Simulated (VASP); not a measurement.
# Zr: relaxation of cell and atoms with PBE

Zr:

```xyz
4
Lattice="4.7800 0.0000 0.0000 0.0000 4.7800 0.0000 0.0000 0.0000 4.7800" Properties=species:S:1:pos:R:3 pbc="T T T"
Zr    0.1434    0.1434    0.1434
Zr    2.2466    4.6366    2.5334
Zr    2.5334    2.2466    4.6366
Zr    4.6366    2.5334    2.2466
```

```json
{
 "Program": "VASP 6.6.1",
 "Task": "relaxation of cell and atoms",
 "Functional": "PBE",
 "Potentials or basis": "VASP PAW PBE potentials, release 64 (Zr_sv)",
 "Cutoff": "600 eV",
 "k mesh": "4 × 4 × 4",
 "Occupations": "gaussian, width 0.1 eV",
 "Spin": "no spin polarisation",
 "Dipole correction": "no",
 "Further INCAR settings": "ALGO = Normal; EDIFF = 1e-06; IBRION = 2; EDIFFG = -0.04; NSW = 90; ISIF = 3"
}
```

```
Relaxed volume                        : 23.19 Å³/atom
Relaxed cell                          : a = 4.527 Å, b = 4.527 Å, c = 4.527 Å, α = 90.00°, β = 90.00°, γ = 90.00°
Space group after relaxing (to 0.1 Å) : Fm-3m (No. 225)
Energy gained by relaxing             : 296.7 meV/atom
Ionic steps                           : 8
Pressure after relaxing               : 0.0 GPa
Largest force after relaxing          : 0.010 eV/Å
```

Forces on the atoms (eV/Å):
```
Zr  -0.006 -0.006 -0.006
Zr   0.006  0.006 -0.006
Zr  -0.006  0.006  0.006
Zr   0.006 -0.006  0.006
```

The path:
```tsv
step	energy change (eV)	largest force (eV/Å)	pressure (GPa)	volume (Å³)
1	0.0000	1.0736	-9.59	109.22
2	-0.5023	1.2501	9.99	85.36
3	-0.6617	1.2744	1.69	92.27
4	-0.9450	0.8876	1.89	91.69
5	-1.1591	0.2291	2.09	90.80
6	-1.1707	0.0224	2.35	90.53
7	-1.1483	0.0065	-3.32	96.33
8	-1.1867	0.0102	-0.03	92.76
```

Final structure:
```xyz
4
Lattice="4.5268 0.0000 0.0000 0.0000 4.5268 0.0000 0.0000 0.0000 4.5268" Properties=species:S:1:pos:R:3 pbc="T T T"
Zr    0.0009    0.0009    0.0009
Zr    2.2624    4.5258    2.2643
Zr    2.2643    2.2624    4.5258
Zr    4.5258    2.2643    2.2624
```

Levels at points of the mesh, in eV from the Fermi level:
```csv
k point,band 20,band 21,band 22,band 23,band 24,band 25,band 26,band 27,band 28
"(0.00, 0.00, 0.00)",-3.02,-2.22,-2.22,-2.22,0.95,0.95,0.95,2.98,2.98
"(0.50, 0.00, 0.00)",-1.77,-0.95,-0.95,-0.42,-0.42,-0.42,-0.42,1.21,1.21
"(0.50, 0.50, 0.00)",-1.93,-0.44,-0.44,-0.44,-0.44,-0.23,-0.23,-0.22,-0.22
"(0.50, 0.50, 0.50)",-2.98,0.77,0.77,0.77,0.77,0.77,0.77,0.77,0.77
```

Run time: 4.5 min on 1 thread of Intel(R) Xeon(R) Platinum 8488C (Sapphire Rapids), on a shared host, peak memory 0.25 GiB.

Caveat: the volume moved by over 15 % at a fixed basis, so the end points are rough; the highest band is partly filled, so the run has too few bands.
